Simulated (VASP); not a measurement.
Write the native input for VASP 6.6.1 that does the following.

```
Task                   : single point
Functional             : revPBE
Dispersion             : D3(BJ)
Potentials or basis    : VASP PAW PBE potentials, release 64 (Al, P)
Cutoff                 : 500 eV
k mesh                 : 5 × 5 × 5
Occupations            : gaussian, width 0.01 eV
Spin                   : no spin polarisation
Dipole correction      : no
Further INCAR settings : ALGO = Normal; EDIFF = 1e-06; NBANDS = 11
```

The structure of AlP lies in POSCAR:

```
AlP
1.0
    3.8544390000      0.0000000000      0.0000000000
    1.9272195000      3.3380420913      0.0000000000
    1.9272195000      1.1126806971      3.1471362649
Al P
1 1
Direct
    0.0000000000      0.0000000000      0.0000000000
    0.2500000000      0.2500000000      0.2500000000
```

One way to write it, as run:

INCAR

```
  PREC = Accurate
  ENCUT = 500
  EDIFF = 1E-6
  ISMEAR = 0
  SIGMA = 0.01
  LREAL = F
  LASPH = T
  NELM = 120
  ALGO = Normal
  ISIF = 2
  LWAVE = F
  LCHARG = F
  GGA = RE
  IVDW = 12
  NBANDS = 11
  GGA_COMPAT = F
```

KPOINTS

```
Automatic mesh
0
Gamma
  5 5 5
```

Potentials or basis: VASP PAW PBE potentials, release 64 (Al, P).

Command:

```sh
$ cat potpaw_PBE.64/Al/POTCAR potpaw_PBE.64/P/POTCAR > POTCAR
$ mpirun -np 1 vasp_std > vasp.out
```

It gave:

```yaml
Pressure: -1.5 GPa
Band_gap_on_the_k_mesh: 1.87 eV, indirect (least direct gap 3.45 eV)
Dispersion_energy_per_atom: -0.602 eV
```

Caveat: three body term missing; the PAW data sets were made with another functional, which shifts forces and pressure a little.

Run time: 4 s on 1 thread of Intel(R) Xeon(R) 6975P-C (Granite Rapids) (shared host), peak memory 0.15 GiB.
